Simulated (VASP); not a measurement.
# BaZrBe3F12 in VASP: further runs

The runs below take BaZrBe3F12 through single point, with PBE.

Everything below comes from runs of VASP 6.6.1. Logs are shortened: lines on timing, memory, paths and dates and some standing lists are left out, and cuts for length are marked.

**1. The cell of the first run**

The cell holds an amorphous packing of atoms, 17 atoms: a = 6.287 Å, b = 6.312 Å, c = 6.080 Å, α = 88.24°, β = 88.34°, γ = 91.30°.

**2. Single point, PBE**

Contents of INCAR:

```
SYSTEM = BaZrBe3F12
PREC = Accurate
ENCUT = 520
EDIFF = 1E-6
ISMEAR = -1
SIGMA = 0.1637
LREAL = Auto
LASPH = .True.
NELM = 80
ALGO = Normal
ISIF = 2
LWAVE = .False.
LCHARG = .False.
GGA = PE
ISYM = 0
NBANDS = 70
```

Contents of KPOINTS:

```
Automatic mesh
0
Gamma
  1 1 1
  0 0 0
```

Contents of POSCAR:

```
BaZrBe3F12
1.0
    6.2858920000     -0.0721330000      0.0901150000
   -0.0721330000      6.3112050000      0.0957760000
    0.0901150000      0.0957760000      6.0782540000
Zr F Ba Be
1 12 1 3
Direct
    0.7999498530      0.7374044393      0.8076991964
    0.5756022658      0.6486430118      0.4778326422
    0.8366207441      0.9456732018      0.5599578637
    0.5027630937      0.6772793089      0.9640645818
    0.1582722479      0.1751689356     -0.0174199176
    0.3651186007      0.2627877182      0.3519455720
    0.8065760517      0.6612022197      0.1574715527
    0.9331461975      0.2591633458      0.3403319279
    0.5743937000      0.1599447292      0.6599958879
    0.1041711967      0.7883154438      0.8408662936
    0.5991168759      0.9587445015      0.2336807362
    0.2526201044      0.5803386881      0.2345766763
    0.8305875316      0.4502625367      0.7679439293
    0.2926261754      0.4076805235      0.7021659480
    0.1525406559      0.2817096058      0.2348828758
    0.5340469237      0.7229639461      0.2323727779
    0.6664602051      0.0943361366      0.4128599760
```

Potentials or basis: VASP PAW PBE potentials, release 64 (Zr_sv, F, Ba_sv, Be).

Started as:

```bash
$ cat potpaw_PBE.64/Zr_sv/POTCAR potpaw_PBE.64/F/POTCAR potpaw_PBE.64/Ba_sv/POTCAR potpaw_PBE.64/Be/POTCAR > POTCAR
$ mpirun -np 1 vasp_gam > vasp.out
```

OUTCAR:

```text
SYSTEM = BaZrBe3F12
   PREC = Accurate
   ENCUT = 520
   EDIFF = 1E-6
   ISMEAR = -1
   LREAL = Auto
   LASPH = .True.
   NELM = 80
   ISIF = 2
   GGA = PE
   ISYM = 0

 ion  position               nearest neighbor table
   1  0.800  0.737  0.808-  13 1.85  10 1.95   3 1.97   4 2.09   7 2.17   2 2.55  16 3.03  14 3.82
                            14 3.85
   2  0.576  0.649  0.478-  16 1.58   1 2.55  14 2.64
   3  0.837  0.946  0.560-  17 1.70   1 1.97
   4  0.503  0.677  0.964-  16 1.68   1 2.09  14 2.71
   5  0.158  0.175  0.983-  15 1.69  14 2.34
   6  0.365  0.263  0.352-  15 1.54  14 2.38
   7  0.807  0.661  0.157-  16 1.81   1 2.17
   8  0.933  0.259  0.340-  15 1.51  17 1.98
   9  0.574  0.160  0.660-  17 1.66  14 2.40
  10  0.104  0.788  0.841-   1 1.95  14 2.84
  11  0.599  0.959  0.234-  17 1.47  16 1.53
  12  0.253  0.580  0.235-  16 1.97  15 1.97  14 3.03
  13  0.831  0.450  0.768-   1 1.85  14 2.94
  14  0.293  0.408  0.702-   5 2.34   6 2.38   9 2.40   2 2.64   4 2.71  10 2.84  13 2.94  12 3.03
                            15 3.12  15 3.40  17 3.57   1 3.82   1 3.85
  15  0.153  0.282  0.235-   8 1.51   6 1.54   5 1.69  12 1.97  14 3.12  14 3.40
  16  0.534  0.723  0.232-  11 1.53   2 1.58   4 1.68   7 1.81  12 1.97   1 3.03
  17  0.666  0.094  0.413-  11 1.47   9 1.66   3 1.70   8 1.98  14 3.57

IMPORTANT INFORMATION: All symmetrisations will be switched off!
NOSYMM: (Re-)initialisation of all symmetry stuff for point group C_1.

----------------------------------------------------------------------------------------

                                     Primitive cell

  volume of cell :     240.9920

  direct lattice vectors                    reciprocal lattice vectors
     6.285892000 -0.072133000  0.090115000     0.159141943  0.001855139 -0.002388639
    -0.072133000  6.311205000  0.095776000     0.001855139  0.158507870 -0.002525137
     0.090115000  0.095776000  6.078254000    -0.002388639 -0.002525137  0.164596132

  length of vectors
     6.286951735  6.312343841  6.079676426     0.159170680  0.158538837  0.164632830

  position of ions in fractional coordinates (direct lattice)
     0.799949853  0.737404439  0.807699196
     0.575602266  0.648643012  0.477832642
     0.836620744  0.945673202  0.559957864
     0.502763094  0.677279309  0.964064582
     0.158272248  0.175168936  0.982580082
     0.365118601  0.262787718  0.351945572
[... 9 lines left out ...]
     0.534046924  0.722963946  0.232372778
     0.666460205  0.094336137  0.412859976

  ion indices of the primitive-cell ions
   primitive index   ion index
[... 70 lines left out ...]
   NFREE  =      0    steps in history (QN), initial steepest desc. (CG)
   ISIF   =      2    stress and relaxation
   ISYM   =      0    0-nonsym 1-usesym 2-fastsym
   POTIM  = 0.5000    time-step for ionic-motion
   TEBEG  =    0.0;   TEEND  =   0.0 temperature during run
   PSTRESS=    0.0 pullay stress
   NELECT =     112.0000    total number of electrons
   NUPDOWN=      -1.0000    fix difference up-down
   EMIN   =  10.00;   EMAX   =-10.00  energy-range for DOS
   EFERMI =   0.00;   METHOD = LEGACY
   ISMEAR =    -1;   SIGMA  =   0.16  broadening in eV -4-tet -1-fermi 0-gaus
   EFERMI_NEDOS =   21; number of points for ismear=-14 and -15
   IALGO  =     38    algorithm
   IMIX   =      4    mixing-type and parameters
     AMIX     =   0.40;   BMIX     =  1.00
     AMIX_MAG =   1.60;   BMIX_MAG =  1.00
  volume/ion in A,a.u.               =      14.18        95.66
  Fermi-wavevector in a.u.,A,eV,Ry     =   1.268080  2.396324 21.878532  1.608027
  Thomas-Fermi vector in A             =   2.401194
   LORBIT       =      0    0 simple, 1 ext, 2 COOP (PROOUT), +10 PAW based schemes
   GGA     = PE    functional components
   LHFCALC =     F    Hartree Fock is set to
   AEXX    =    0.0000 exact exchange contribution
   IVDW    =     0    specifies the selected vdW correction
   LEPSILON=     F    determine dielectric tensor
   LRPA    =     F    only Hartree local field effects (RPA)
 non-spin polarized calculation
  energy-cutoff  :      520.00
  volume of cell :      240.99
 maximum number of plane-waves:      3244
 NGX is ok and might be reduce to    48
   NGX = 23   NGY = 23   NGZ = 23

 number of electron     111.9999982 magnetization

 Free energy of the ion-electron system (eV)
  ---------------------------------------------------
  ext. energy  EPLUGINS =         0.00000000
  ---------------------------------------------------
  free energy    TOTEN  =       -96.38951725 eV

  energy without entropy =      -96.38950234  energy(sigma->0) =      -96.38950980

 E-fermi :   1.3950     XC(G=0):  -8.5437

 val. band max:       -0.8055905763   @ k =   0.0000   0.0000   0.0000
 cond. band min:       3.6561962959   @ k =   0.0000   0.0000   0.0000
 fundamental gap:      4.4617868722
 Fermi energy:         1.3950389674

 k-point     1 :       0.0000    0.0000    0.0000
  band No.  band energies     occupation
      1     -49.2787      2.00000
      2     -28.3310      2.00000
      3     -27.8572      2.00000
      4     -27.5668      2.00000
      5     -24.9745      2.00000
      6     -24.5834      2.00000
[... 60 lines left out ...]
     67       8.3139      0.00000
     68       8.8925      0.00000
 [bands above 68 left out]

------------------------ aborting loop because EDIFF is reached ----------------------------------------

  FORCE on cell =-STRESS in cart. coord.  units (eV):
  Direction    XX          YY          ZZ          XY          YZ          ZX
  --------------------------------------------------------------------------------------
  -------------------------------------------------------------------------------------
  Total        2.9196918     12.3779087      3.2514653     -5.9142625     -1.6937402     -2.0285287
  in kB       19.4108688     82.2915506     21.6165854    -39.3195522    -11.2604248    -13.4861853
  external PRESSURE =      41.1063349 kB  Pullay stress =       0.0000000 kB

 VOLUME and BASIS-vectors are now :
 -----------------------------------------------------------------------------
  energy-cutoff  :      520.00
  volume of cell :      240.99
      direct lattice vectors                 reciprocal lattice vectors
     6.285892000 -0.072133000  0.090115000     0.159141943  0.001855139 -0.002388639
    -0.072133000  6.311205000  0.095776000     0.001855139  0.158507870 -0.002525137
     0.090115000  0.095776000  6.078254000    -0.002388639 -0.002525137  0.164596132

 POSITION                                       TOTAL-FORCE (eV/Angst)
 -----------------------------------------------------------------------------------
      5.04799      4.67357      5.05211         0.031550      0.653598      1.481501
      3.61444      4.09796      3.01838        -0.222509      0.219711      0.984404
      5.24115      5.96162      3.56953         0.617857      0.022798     -0.852049
      3.19834      4.33052      5.97000         0.161099      0.726448     -0.861174
      1.07079      1.18822      6.00341        -0.409712      0.308891      2.636775
      2.30786      1.66588      2.19729        -0.058972     -2.011842     -1.154632
[... 9 lines left out ...]
      3.32575      4.54651      1.52979         0.041955     -2.197574      0.038524
      4.21970      0.58684      2.57856         1.049269      1.049289      2.593247
 -----------------------------------------------------------------------------------
    total drift:                               -0.001202     -0.001216     -0.003227

  FREE ENERGIE OF THE ION-ELECTRON SYSTEM (eV)
  ---------------------------------------------------
  free  energy   TOTEN  =       -96.3895172497 eV

  energy  without entropy=      -96.3895023442  energy(sigma->0) =      -96.38950980
```

stdout:

```text
POSCAR found type information on POSCAR ZrF BaBe
 POSCAR found :  4 types and      17 ions
 scaLAPACK will be used
 LDA part: xc-table for (Slater+PW92), standard interpolation
 POSCAR, INCAR and KPOINTS ok, starting setup
 FFT: planning ... GRIDC
 FFT: planning ... GRID_SOFT
 FFT: planning ... GRID
 WAVECAR not read
 entering main loop
```

Run time: 41 s. Hardware: 1 thread of AMD EPYC 7R43 (Zen 3), shared host; peak memory 0.27 GiB.

Results:

| Quantity | Value |
| --- | --- |
| Free energy | -96.3895 eV |
| Pressure | 4.1 GPa |
| Largest force | 2.988 eV/Å |
| Band gap on the k mesh | 4.46 eV |

Forces on the atoms (eV/Å):
```
Zr   0.032  0.654  1.482
F   -0.223  0.220  0.984
F    0.618  0.023 -0.852
F    0.161  0.726 -0.861
F   -0.410  0.309  2.637
F   -0.059 -2.012 -1.155
F    0.111  0.444 -1.107
F   -0.536 -0.169  0.031
F    0.495 -0.945 -1.153
F   -0.482 -0.344 -0.292
F   -0.696  1.187 -0.678
F   -0.341  0.358  0.240
F    0.629 -1.278 -0.497
Ba  -0.899  1.538  0.359
Be   0.509  0.438 -1.769
Be   0.042 -2.198  0.039
Be   1.049  1.049  2.593
```

Caveat: the k points lie up to 1.03 Å⁻¹ apart; spin-orbit coupling is left out, which moves the levels of the heavy elements.

**3. Single point, PBE**

Contents of INCAR:

```
PREC     = Accurate       # precision mode
ENCUT    = 520            # plane-wave cutoff, eV
EDIFF    = 1E-6           # SCF threshold, eV
ISMEAR   = -1             # smearing method
SIGMA    = 0.1637         # smearing width, eV
LREAL    = Auto         
LASPH    = True           # aspherical terms in the spheres
NELM     = 100            # most SCF steps
ALGO     = Normal         # electronic algorithm
ISIF     = 2              # what is computed and relaxed
LWAVE    = False          # write WAVECAR
LCHARG   = False          # write CHGCAR
GGA      = PE             # functional
NBANDS   = 70             # bands
ISYM     = 0
```

Contents of KPOINTS:

```
regular mesh
0
Gamma
  1 1 1
```

Contents of POSCAR:

```
BaZrBe3F12
1.0
    6.2858920000     -0.0721330000      0.0901150000
   -0.0721330000      6.3112050000      0.0957760000
    0.0901150000      0.0957760000      6.0782540000
Zr F Ba Be
1 12 1 3
Direct
    0.7596301540      0.8076022990      0.8641698769
    0.5852219668      0.7521696666      0.5980710777
    0.8871897404      0.9216204010      0.5661582719
    0.4310948058      0.7538315425      0.9362341425
    0.1533454112      0.2008664843     -0.0123130606
    0.2347227060      0.2180278824      0.3822940148
    0.6170749549      0.5820422191      0.1789039443
    0.8245635351      0.1866388523      0.3309825378
    0.6221582773      0.1295710056      0.7052389410
    0.0639083147      0.8786700371      0.9498012753
    0.5595099396      0.9887360371      0.2395099940
    0.2328847807      0.7656669715      0.3745245046
    0.8466672164      0.5144236946      0.7742467064
    0.2820159051      0.4376331609      0.6948928727
    0.0675498401      0.1562364905      0.2475260231
    0.4384745699      0.7213231037      0.1934462467
    0.6419938283     -0.0087969321      0.4664548834
```

Potentials or basis: VASP PAW PBE potentials, release 64 (Zr_sv, F, Ba_sv, Be).

Started as:

```bash
$ cat potpaw_PBE.64/Zr_sv/POTCAR potpaw_PBE.64/F/POTCAR potpaw_PBE.64/Ba_sv/POTCAR potpaw_PBE.64/Be/POTCAR > POTCAR
$ mpirun -np 1 vasp_gam > vasp.out
```

It took 43 s on 1 thread of AMD EPYC 7R43 (Zen 3), shared host; peak memory 0.26 GiB.

Results (log left out):

* Free energy: -95.7921 eV
* Pressure: 2.8 GPa
* Largest force: 3.626 eV/Å
* Band gap on the k mesh: 4.64 eV

Forces in eV/Å, atoms in the order of the input:
```
Zr   2.551 -0.057 -0.705
F   -1.542 -0.390 -1.636
F    1.084 -0.765  0.656
F   -0.915  0.629  0.575
F   -0.610  1.331  2.255
F    0.918  0.114  0.666
F    1.512 -0.693  0.614
F    2.404  0.867 -1.101
F   -0.976 -0.931 -0.096
F   -2.881 -2.009  0.106
F   -1.113 -2.201 -1.190
F    1.728 -1.417 -1.682
F   -0.012  1.340  0.842
Ba  -0.081  0.321 -0.085
Be  -1.712  0.302 -1.984
Be  -2.344  2.290  1.552
Be   1.990  1.268  1.214
```

Stress tensor (GPa, compression positive):
```
2.49 3.01 5.53
3.01 3.35 0.67
5.53 0.67 2.70
```

Levels at points of the mesh, in eV from the valence-band top:
```
           k point  band 54  band 55  band 56  band 57  band 58  band 59
(0.00, 0.00, 0.00)    -0.53    -0.31     0.00     4.64     4.72     5.56
```

Caveat: the k points lie up to 1.03 Å⁻¹ apart; spin-orbit coupling is left out, which moves the levels of the heavy elements.

(Continued in part 2 of 2.)
